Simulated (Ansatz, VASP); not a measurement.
One calculation of Li2TaO2, two programs

```
Li Ta O
1.0
     0.00000    2.94795    0.00000
     3.76657    0.00000    0.00000
     1.88329    1.47397   -4.83251
Li Ta O
2 1 2
Direct
  0.28690 0.78690 0.42620
  0.71310 0.21310 0.57380
  0.00000 0.50000 0.00000
  0.35770 0.35770 0.28460
  0.64230 0.64230 0.71540
```

Alike in both runs: task single point; functional r2SCAN; k mesh 8 × 8 × 8; no spin polarisation.

```csv
,VASP,Ansatz
version,VASP 6.6.1,Ansatz 0.2.0
potentials or method,"VASP PAW PBE potentials, release 64 (Li_sv, Ta_pv, O), cutoff 520 eV",PAW plane waves
occupations,"methfessel-paxton of order 1, width 0.2103 eV","cold, width 0.2103 eV"
valence electrons in the cell,29,31
```

|  | VASP | Ansatz | Ansatz less VASP |
| --- | --- | --- | --- |
| rms of the force components (eV/Å) | 0.809 | 0.779 | -0.0304 |

VASP's potentials were made for PBE, not for r2SCAN. Atom by atom the forces differ by 0.032 eV/Å (rms over components). VASP's potentials hold 29 valence electrons a cell and Ansatz's 31, so a difference there can come from the potentials and not from the codes.

Neither program's run includes spin-orbit coupling. Noted on VASP's run: the cutoff is short for stress, so the pressure is rough.
